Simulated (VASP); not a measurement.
Write the native input for VASP 6.6.1 that does the following.

```
Task                   : electric field gradients
Functional             : PBEsol
Potentials or basis    : VASP PAW PBE potentials, release 64 (Re)
Cutoff                 : 520 eV
k mesh                 : 14 × 14 × 14
Occupations            : fermi-dirac, width 0.05 eV
Spin                   : no spin polarisation
Dipole correction      : no
Further INCAR settings : ALGO = Normal; EDIFF = 1e-08; NBANDS = 10
```

The structure of Re lies in POSCAR:

```
Re
1.0
   -0.0395000000      1.9552500000      1.9552500000
    1.9552500000     -0.0395000000      1.9552500000
    1.9552500000      1.9552500000     -0.0395000000
Re
1
Direct
    0.0000000000      0.0000000000      0.0000000000
```

This cell differs from its parent crystal: equal xy, yz and zx shear strains of -2 %.

The input as run:

INCAR

```
SYSTEM = Re
PREC     = Accurate       ! precision mode
ENCUT    = 520            ! plane-wave cutoff, eV
EDIFF    = 1E-8           ! SCF threshold, eV
ISMEAR   = -1             ! smearing method
SIGMA    = 0.05           ! smearing width, eV
LREAL    = .False.        ! projectors in reciprocal space
LASPH    = .True.         ! aspherical terms in the spheres
NELM     = 100            ! most SCF steps
ALGO     = Normal         ! electronic algorithm
ISIF     = 2              ! what is computed and relaxed
LWAVE    = .False.        ! write WAVECAR
LCHARG   = .False.        ! write CHGCAR
GGA      = PS             ! functional
LEFG     = .True.       
NBANDS   = 10             ! bands
```

KPOINTS

```
Automatic mesh
0
Gamma
  14 14 14
  0 0 0
```

Potentials or basis: VASP PAW PBE potentials, release 64 (Re).

Launch:

```bash
$ cat potpaw_PBE.64/Re/POTCAR > POTCAR
$ mpirun -np 1 vasp_std > vasp.out
```

Results of the run:

```json
{
  "Pressure": "-18.5 GPa",
  "Band gap on the k mesh": "zero (an odd number of electrons rules out a gap without spin polarisation)",
  "Largest electric field gradient by atom": "Re -63.7 V/Å²"
}
```

Caveat: the cell differs from its parent crystal (equal xy, yz and zx shear strains of -2 %); the cell stands under tension; without QUAD_EFG the Cq values of the log hold for a quadrupole moment of 1 mb, not for the nuclei; the PAW data sets were made with another functional, which shifts forces and pressure a little; spin-orbit coupling is left out, which moves the levels of the heavy elements.

Wall time 59 s on 1 thread of Intel Xeon 8259CL (shared host), peak memory 0.18 GiB.
